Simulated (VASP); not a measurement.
Bi:

```xyz
2
Lattice="4.5367 0.0000 0.0000 -2.2684 3.9289 0.0000 0.0000 0.0000 5.1998" Properties=species:S:1:pos:R:3 pbc="T T T"
Bi    0.0000    2.6193    1.3000
Bi    2.2684    1.3096    3.8999
```

This isn't the form of Bi at room conditions, which is rhombohedral.

- Program: VASP 6.6.1
- Task: relaxation of cell and atoms
- Functional: PBEsol
- Potentials or basis: VASP PAW PBE potentials, release 64 (Bi_d)
- Cutoff: 600 eV
- k mesh: 6 × 6 × 4
- Occupations: gaussian, width 0.1 eV
- Spin: no spin polarisation

At the start: pressure -8.4 GPa; volume 46.34 Å³/atom.

How do energy, volume and symmetry change on relaxing?

Over 7 steps the energy falls by 610.7 meV/atom and the volume is 33.04 Å³/atom (-28.7 %); space group P6_3/mmc (No. 194, to 0.1 Å) before and after.

The path:
| step | energy change (eV) | largest force (eV/Å) | pressure (GPa) | volume (Å³) |
| --- | --- | --- | --- | --- |
| 1 | 0.0000 | 0.0000 | -8.39 | 92.68 |
| 2 | -1.1785 | 0.0000 | 1.53 | 63.64 |
| 3 | -1.1817 | 0.0000 | 0.58 | 64.64 |
| 4 | -1.1811 | 0.0000 | 0.15 | 65.14 |
| 5 | -1.2090 | 0.0000 | 0.03 | 65.62 |
| 6 | -1.1780 | 0.0000 | 0.60 | 66.79 |
| 7 | -1.2214 | 0.0000 | 0.10 | 66.09 |

Final structure:
```yaml
crystal:
  lattice:
    - [4.25923, 0.00000, 0.00000]
    - [-2.12961, 3.68860, 0.00000]
    - [0.00000, 0.00000, 4.20643]
  atoms:
    - { symbol: Bi, position: [0.33333, 0.66667, 0.25000] }
    - { symbol: Bi, position: [0.66667, 0.33333, 0.75000] }
```

Caveat: the volume moved by over 15 % at a fixed basis, so the end points are rough; the PAW data sets were made with another functional, which shifts forces and pressure a little.
